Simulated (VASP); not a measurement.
# MgS (m.bB) (Fm-3m) in VASP: further runs

MgS (m.bB) is run at these levels: PBE; tasks: single point.

Program: VASP 6.6.1. These are calculated values, not measurements. Logs are shortened: lines on timing, memory, paths and dates and some standing lists are left out, and cuts for length are marked.

**1. The cell of the first run**

It takes space group Fm-3m (No. 225, cubic). Conventional cell: a = 5.230 Å, b = 5.230 Å, c = 5.230 Å, α = 90.00°, β = 90.00°, γ = 90.00°. Mg (site symmetry m-3m) has 6 S at 2.61 Å within 3.4 Å. S (site symmetry m-3m) has 6 Mg at 2.61 Å within 3.4 Å.

**2. Single point, PBE**

Contents of INCAR:

```
PREC = Accurate ; ENCUT = 600
EDIFF = 1E-6 ; ISMEAR = 0
SIGMA = 0.02 ; LREAL = False
LASPH = True ; NELM = 120
ALGO = Normal ; ISIF = 2
LWAVE = False ; LCHARG = True
GGA = PE ; LELF = True
LVHAR = True ; NBANDS = 11
GGA_COMPAT = False
```

Contents of KPOINTS:

```
regular mesh
0
Gamma
  8 8 8
```

Contents of POSCAR:

```
MgS
1.0
    0.0000000000      2.6147705276      2.6147705276
    2.6147705276      0.0000000000      2.6147705276
    2.6147705276      2.6147705276      0.0000000000
Mg S
1 1
Direct
    0.0000000000      0.0000000000      0.0000000000
    0.5000000000      0.5000000000      0.5000000000
```

Potentials or basis: VASP PAW PBE potentials, release 64 (Mg, S).

Command:

```bash
> cat potpaw_PBE.64/Mg/POTCAR potpaw_PBE.64/S/POTCAR > POTCAR
> mpirun -np 1 vasp_std > vasp.out
```

OUTCAR:

```text
PREC = Accurate
   ENCUT = 600
   EDIFF = 1E-6
   ISMEAR = 0
   LREAL = False
   LASPH = True
   NELM = 120
   ISIF = 2
   GGA = PE

 ion  position               nearest neighbor table
   1  0.000  0.000  0.000-   2 2.61   2 2.61   2 2.61   2 2.61   2 2.61   2 2.61
   2  0.500  0.500  0.500-   1 2.61   1 2.61   1 2.61   1 2.61   1 2.61   1 2.61

  LATTYP: Found a face centered cubic cell.
 ALAT       =     5.2295410552

  Lattice vectors:

 A1 = (   0.0000000000,   2.6147705276,   2.6147705276)
 A2 = (   2.6147705276,   0.0000000000,   2.6147705276)
 A3 = (   2.6147705276,   2.6147705276,   0.0000000000)

Analysis of symmetry for initial positions (statically):
=====================================================================
 Subroutine PRICEL returns:
 Original cell was already a primitive cell.

 Routine SETGRP: Setting up the symmetry group for a
 face centered cubic supercell.

 Subroutine GETGRP returns: Found 48 space group operations
[... 9 lines left out ...]

 Routine SETGRP: Setting up the symmetry group for a
 face centered cubic supercell.

 Subroutine GETGRP returns: Found 48 space group operations
[... 11 lines left out ...]
                                     Primitive cell

  volume of cell :      35.7545

  direct lattice vectors                    reciprocal lattice vectors
     0.000000000  2.614770528  2.614770528    -0.191221369  0.191221369  0.191221369
     2.614770528  0.000000000  2.614770528     0.191221369 -0.191221369  0.191221369
     2.614770528  2.614770528  0.000000000     0.191221369  0.191221369 -0.191221369

  length of vectors
     3.697843943  3.697843943  3.697843943     0.331205127  0.331205127  0.331205127

  position of ions in fractional coordinates (direct lattice)
     0.000000000  0.000000000  0.000000000
     0.500000000  0.500000000  0.500000000

  ion indices of the primitive-cell ions
   primitive index   ion index
                 1           1
                 2           2

----------------------------------------------------------------------------------------

 KPOINTS: regular mesh

Automatic generation of k-mesh.
 Grid dimensions read from file:
 generate k-points for:    8    8    8

 Generating k-lattice:

  Cartesian coordinates                     Fractional coordinates (reciprocal lattice)
    -0.023902671  0.023902671  0.023902671     0.125000000  0.000000000  0.000000000
     0.023902671 -0.023902671  0.023902671     0.000000000  0.125000000  0.000000000
     0.023902671  0.023902671 -0.023902671     0.000000000  0.000000000  0.125000000

  Length of vectors
     0.041400641  0.041400641  0.041400641

  Shift w.r.t. Gamma in fractional coordinates (k-lattice)
[... 56 lines left out ...]
   IBRION =     -1    ionic relax: 0-MD 1-quasi-New 2-CG
   NFREE  =      0    steps in history (QN), initial steepest desc. (CG)
   ISIF   =      2    stress and relaxation
   ISYM   =      2    0-nonsym 1-usesym 2-fastsym
   POTIM  = 0.5000    time-step for ionic-motion
   TEBEG  =    0.0;   TEEND  =   0.0 temperature during run
   PSTRESS=    0.0 pullay stress
   NELECT =       8.0000    total number of electrons
   NUPDOWN=      -1.0000    fix difference up-down
   EMIN   =  10.00;   EMAX   =-10.00  energy-range for DOS
   EFERMI =   0.00;   METHOD = LEGACY
   ISMEAR =     0;   SIGMA  =   0.02  broadening in eV -4-tet -1-fermi 0-gaus
   EFERMI_NEDOS =   21; number of points for ismear=-14 and -15
   IALGO  =     38    algorithm
   IMIX   =      4    mixing-type and parameters
     AMIX     =   0.40;   BMIX     =  1.00
     AMIX_MAG =   1.60;   BMIX_MAG =  1.00
  volume/ion in A,a.u.               =      17.88       120.64
  Fermi-wavevector in a.u.,A,eV,Ry     =   0.993866  1.878135 13.439427  0.987770
  Thomas-Fermi vector in A             =   2.125778
   LORBIT       =      0    0 simple, 1 ext, 2 COOP (PROOUT), +10 PAW based schemes
   GGA     = PE    functional components
   LHFCALC =     F    Hartree Fock is set to
   AEXX    =    0.0000 exact exchange contribution
   IVDW    =     0    specifies the selected vdW correction
   LEPSILON=     F    determine dielectric tensor
   LRPA    =     F    only Hartree local field effects (RPA)
 non-spin polarized calculation
 Gauss-broadening in eV      SIGMA  =   0.02
  energy-cutoff  :      600.00
  volume of cell :       35.75
 maximum number of plane-waves:      1243
 NGX is ok and might be reduce to    30
   NGX = 15   NGY = 15   NGZ = 15

 number of electron       7.9999999 magnetization

 Free energy of the ion-electron system (eV)
  ---------------------------------------------------
  ext. energy  EPLUGINS =         0.00000000
  ---------------------------------------------------
  free energy    TOTEN  =        -8.50328078 eV

  energy without entropy =       -8.50328078  energy(sigma->0) =       -8.50328078

 E-fermi :   3.7614     XC(G=0):  -9.6262

 val. band max:        3.5915357425   @ k =   0.0000   0.0000   0.0000
 cond. band min:       6.3340236555   @ k =   0.5000   0.5000   0.0000
 fundamental gap:      2.7424879130
 Fermi energy:         3.7613916741

 k-point     1 :       0.0000    0.0000    0.0000
  band No.  band energies     occupation
      1      -8.9901      2.00000
      2       3.5915      2.00000
      3       3.5915      2.00000
      4       3.5915      2.00000
      5       7.1838      0.00000
      6      11.5550      0.00000
      7      11.5550      0.00000
      8      11.5550      0.00000
      9      13.9236      0.00000
     10      13.9236      0.00000
     11      16.0940      0.00000
[... 309 lines left out ...]
 k-point    24 :      -0.3750    0.2500    0.1250
  band No.  band energies     occupation
      1      -7.5333      2.00000
      2      -0.6375      2.00000
      3       1.5019      2.00000
      4       2.4700      2.00000
      5       9.1244      0.00000
      6       9.6692      0.00000
      7      11.9607      0.00000
      8      12.9373      0.00000
      9      15.7911      0.00000
     10      16.7613      0.00000
     11      19.0620      0.00000

 [... further k-points ...]
[... 5 lines left out ...]
  --------------------------------------------------------------------------------------
  -------------------------------------------------------------------------------------
  Total       -0.0582677     -0.0582677     -0.0582677      0.0000000     -0.0000000      0.0000000
  in kB       -2.6110066     -2.6110066     -2.6110066      0.0000000     -0.0000000      0.0000000
  external PRESSURE =      -2.6110066 kB  Pullay stress =       0.0000000 kB

 VOLUME and BASIS-vectors are now :
 -----------------------------------------------------------------------------
  energy-cutoff  :      600.00
  volume of cell :       35.75
      direct lattice vectors                 reciprocal lattice vectors
     0.000000000  2.614770528  2.614770528    -0.191221369  0.191221369  0.191221369
     2.614770528  0.000000000  2.614770528     0.191221369 -0.191221369  0.191221369
     2.614770528  2.614770528  0.000000000     0.191221369  0.191221369 -0.191221369

 POSITION                                       TOTAL-FORCE (eV/Angst)
 -----------------------------------------------------------------------------------
      0.00000      0.00000      0.00000         0.000000      0.000000      0.000000
      2.61477      2.61477      2.61477        -0.000000     -0.000000     -0.000000
 -----------------------------------------------------------------------------------
    total drift:                               -0.000000     -0.000000      0.000000

  FREE ENERGIE OF THE ION-ELECTRON SYSTEM (eV)
  ---------------------------------------------------
  free  energy   TOTEN  =        -8.5032807781 eV

  energy  without entropy=       -8.5032807781  energy(sigma->0) =       -8.50328078
```

OSZICAR:

```text
N       E                     dE             d eps       ncg     rms          rms(c)
DAV:   1     0.249694675285E+02    0.24969E+02   -0.39112E+03   646   0.666E+02
DAV:   2    -0.720178996132E+01   -0.32171E+02   -0.30073E+02   762   0.103E+02
DAV:   3    -0.890445565395E+01   -0.17027E+01   -0.17000E+01   790   0.257E+01
DAV:   4    -0.891516598252E+01   -0.10710E-01   -0.10709E-01   744   0.249E+00
DAV:   5    -0.891525768947E+01   -0.91707E-04   -0.91705E-04   820   0.237E-01    0.434E+00
DAV:   6    -0.854387859638E+01    0.37138E+00   -0.81257E-01   701   0.353E+00    0.339E+00
DAV:   7    -0.850359090995E+01    0.40288E-01   -0.21763E-01   772   0.201E+00    0.225E+00
DAV:   8    -0.850356755298E+01    0.23357E-04   -0.15028E-02   689   0.750E-01    0.990E-01
DAV:   9    -0.850326655529E+01    0.30100E-03   -0.80779E-04   734   0.164E-01    0.352E-01
DAV:  10    -0.850328429378E+01   -0.17738E-04   -0.23630E-04   754   0.708E-02    0.458E-02
DAV:  11    -0.850328090653E+01    0.33873E-05   -0.21337E-05   771   0.202E-02    0.208E-02
DAV:  12    -0.850328077811E+01    0.12841E-06   -0.73177E-07   468   0.531E-03
   1 F= -.85032808E+01 E0= -.85032808E+01  d E =-.313076E-35
```

stdout:

```text
POSCAR found type information on POSCAR MgS
 POSCAR found :  2 types and       2 ions
 scaLAPACK will be used
 LDA part: xc-table for (Slater+PW92), standard interpolation
 POSCAR, INCAR and KPOINTS ok, starting setup
 FFT: planning ... GRIDC
 FFT: planning ... GRID_SOFT
 FFT: planning ... GRID
 WAVECAR not read
 entering main loop
```

Run time: 14 s. Hardware: 1 thread of Intel Xeon 6975P-C, shared host; peak memory 0.17 GiB.

Results:

* Free energy: -8.5033 eV
* Pressure: -0.3 GPa
* Band gap on the k mesh: 2.74 eV, indirect (least direct gap 3.59 eV)

A k mesh can miss the band edges. A hybrid or GW would open this gap; PBE tends to underestimate it.

**3. Single point, PBE**

Contents of INCAR:

```
SYSTEM = MgS
PREC = Accurate
ENCUT = 600
EDIFF = 1E-6
ISMEAR = 0
SIGMA = 0.02
LREAL = .FALSE.
LASPH = .TRUE.
NELM = 120
ALGO = Normal
ISIF = 2
LWAVE = .FALSE.
LCHARG = .FALSE.
GGA = PE
NBANDS = 11
GGA_COMPAT = .FALSE.
```

Contents of KPOINTS:

```
Automatic mesh
0
G
  8 8 8
  0 0 0
```

POSCAR is that of step 2.

Potentials or basis: VASP PAW PBE potentials, release 64 (Mg, S).

Command:

```bash
> cat potpaw_PBE.64/Mg/POTCAR potpaw_PBE.64/S/POTCAR > POTCAR
> mpirun -np 1 vasp_std > vasp.out
```

OUTCAR:

```text
SYSTEM = MgS
   PREC = Accurate
   ENCUT = 600
   EDIFF = 1E-6
   ISMEAR = 0
   LREAL = .FALSE.
   LASPH = .TRUE.
   NELM = 120
   ISIF = 2
   GGA = PE

 ion  position               nearest neighbor table
   1  0.000  0.000  0.000-   2 2.61   2 2.61   2 2.61   2 2.61   2 2.61   2 2.61
   2  0.500  0.500  0.500-   1 2.61   1 2.61   1 2.61   1 2.61   1 2.61   1 2.61

  LATTYP: Found a face centered cubic cell.
 ALAT       =     5.2295410552

  Lattice vectors:

 A1 = (   0.0000000000,   2.6147705276,   2.6147705276)
 A2 = (   2.6147705276,   0.0000000000,   2.6147705276)
 A3 = (   2.6147705276,   2.6147705276,   0.0000000000)
[... 514 lines left out ...]
      8      12.9373      0.00000
      9      15.7911      0.00000
     10      16.7613      0.00000
     11      19.0620      0.00000

 [... further k-points ...]
[... 5 lines left out ...]
  --------------------------------------------------------------------------------------
  -------------------------------------------------------------------------------------
  Total       -0.0582677     -0.0582677     -0.0582677      0.0000000     -0.0000000      0.0000000
  in kB       -2.6110066     -2.6110066     -2.6110066      0.0000000     -0.0000000      0.0000000
  external PRESSURE =      -2.6110066 kB  Pullay stress =       0.0000000 kB

 VOLUME and BASIS-vectors are now :
 -----------------------------------------------------------------------------
  energy-cutoff  :      600.00
  volume of cell :       35.75
      direct lattice vectors                 reciprocal lattice vectors
     0.000000000  2.614770528  2.614770528    -0.191221369  0.191221369  0.191221369
     2.614770528  0.000000000  2.614770528     0.191221369 -0.191221369  0.191221369
     2.614770528  2.614770528  0.000000000     0.191221369  0.191221369 -0.191221369

 POSITION                                       TOTAL-FORCE (eV/Angst)
 -----------------------------------------------------------------------------------
      0.00000      0.00000      0.00000         0.000000      0.000000      0.000000
      2.61477      2.61477      2.61477        -0.000000     -0.000000     -0.000000
 -----------------------------------------------------------------------------------
    total drift:                               -0.000000     -0.000000      0.000000

  FREE ENERGIE OF THE ION-ELECTRON SYSTEM (eV)
  ---------------------------------------------------
  free  energy   TOTEN  =        -8.5032807781 eV

  energy  without entropy=       -8.5032807781  energy(sigma->0) =       -8.50328078
```

stdout:

```text
POSCAR found type information on POSCAR MgS
 POSCAR found :  2 types and       2 ions
 scaLAPACK will be used
 LDA part: xc-table for (Slater+PW92), standard interpolation
 POSCAR, INCAR and KPOINTS ok, starting setup
 FFT: planning ... GRIDC
 FFT: planning ... GRID_SOFT
 FFT: planning ... GRID
 WAVECAR not read
 entering main loop
```

Run time: 13 s. Hardware: 1 thread of Intel Xeon 6975P-C, shared host; peak memory 0.17 GiB.

Results:

| Quantity | Value |
| --- | --- |
| Free energy | -8.5033 eV |
| Pressure | -0.3 GPa |
| Band gap on the k mesh | 2.74 eV, indirect (least direct gap 3.59 eV) |

Levels at points of the mesh, in eV from the valence-band top:
```tsv
k point	band 1	band 2	band 3	band 4	band 5	band 6	band 7	band 8	band 9
(0.00, 0.00, 0.00)	-12.58	0.00	0.00	0.00	3.59	7.96	7.96	7.96	10.33
(0.50, 0.00, 0.00)	-11.31	-4.75	-0.57	-0.57	4.53	6.89	6.89	9.95	12.07
(0.50, 0.50, 0.00)	-10.96	-4.11	-1.65	-1.65	2.74	4.44	11.86	12.78	13.22
```

A k mesh can miss the band edges.
